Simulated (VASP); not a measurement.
Input of a VASP 6.6.1 run:

INCAR

```
PREC = Accurate
ENCUT = 520
EDIFF = 1E-8
ISMEAR = 0
SIGMA = 0.01
LREAL = F
LASPH = T
NELM = 60
ALGO = Normal
ISIF = 2
LWAVE = F
LCHARG = F
GGA = PE
IBRION = 8
NSW = 1
LEPSILON = T
```

File KPOINTS:

```
regular mesh
0
Gamma
  10 10 10
```

File POSCAR:

```
MgO
1.0
    0.0000000000      2.1006416989      2.1006416989
    2.1006416989      0.0000000000      2.1006416989
    2.1006416989      2.1006416989      0.0000000000
Mg O
1 1
Direct
    0.0000000000      0.0000000000      0.0000000000
    0.5000000000      0.5000000000      0.5000000000
```

Potentials or basis: VASP PAW PBE potentials, release 64 (Mg, O).

Launch:

```console
$ cat potpaw_PBE.64/Mg/POTCAR potpaw_PBE.64/O/POTCAR > POTCAR
$ mpirun -np 1 vasp_std > vasp.out
```

Predict the electronic dielectric tensor (diagonal).

3.12.

What does it give for the Born charges (mean of the diagonal)?

Mg +1.97; O -1.97 e.

What does it give for the highest phonon frequency at Γ, LO-TO splitting left out?

403 cm⁻¹.

Phonon frequencies in cm⁻¹ (negative: imaginary):
```tsv
q point	frequencies
(0.000, 0.000, 0.000)	0 0 0 403 403 403
```

Caveat: the cell stands under pressure or tension, which shifts response properties.
